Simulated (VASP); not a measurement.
Wanted: the native input for a VASP 6.6.1 run.

```yaml
Task: single point
Functional: r2SCAN
Potentials_or_basis: VASP PAW PBE potentials, release 64 (B, As)
Cutoff: 520 eV
k_mesh: 4 × 4 × 4
Occupations: gaussian, width 0.01 eV
Spin: no spin polarisation
Dipole_correction: no
Further_INCAR_settings: ALGO = Normal; EDIFF = 1e-07; NBANDS = 11
```

BAs:

```xyz
2
Lattice="0.0000 2.3919 2.3919 2.3919 0.0000 2.3919 2.3919 2.3919 0.0000" Properties=species:S:1:pos:R:3 pbc="T T T"
B     0.0000    0.0000    0.0000
As    1.1959    1.1959    1.1959
```

The input as run:

POSCAR

```
BAs
1.0
    0.0000000000      2.3918699032      2.3918699032
    2.3918699032      0.0000000000      2.3918699032
    2.3918699032      2.3918699032      0.0000000000
B As
1 1
Direct
    0.0000000000      0.0000000000      0.0000000000
    0.2500000000      0.2500000000      0.2500000000
```

INCAR.step1

```
SYSTEM = BAs
PREC = Accurate
ENCUT = 520
ISMEAR = 0
SIGMA = 0.01
LREAL = .False.
LASPH = .True.
NELM = 60
NBANDS = 11
GGA = PE
ALGO = Normal
EDIFF = 1E-4
LWAVE = .True.
LCHARG = .False.
```

INCAR.step2

```
SYSTEM = BAs
PREC = Accurate
ENCUT = 520
EDIFF = 1E-7
ISMEAR = 0
SIGMA = 0.01
LREAL = .False.
LASPH = .True.
NELM = 60
ALGO = Normal
ISIF = 2
LWAVE = .False.
LCHARG = .False.
METAGGA = R2SCAN
LMIXTAU = .True.
NBANDS = 11
ISTART = 1
```

KPOINTS

```
regular mesh
0
Gamma
  4 4 4
  0 0 0
```

Potentials or basis: VASP PAW PBE potentials, release 64 (B, As).

Command:

```console
$ cat potpaw_PBE.64/B/POTCAR potpaw_PBE.64/As/POTCAR > POTCAR
$ cp INCAR.step1 INCAR
$ mpirun -np 1 vasp_std > vasp.out
$ cp INCAR.step2 INCAR
$ mpirun -np 1 vasp_std > vasp.out
```

It gave:

```yaml
Pressure: 0.9 GPa
Band_gap_on_the_k_mesh: 1.60 eV, indirect (least direct gap 3.43 eV)
```

Caveat: the k points lie up to 0.57 Å⁻¹ apart; the PAW data sets were made with another functional, which shifts forces and pressure a little.

Run time: 18 s on 1 thread of AMD EPYC 9R45 96-Core Processor (Zen 5), on a shared host, peak memory 0.13 GiB.
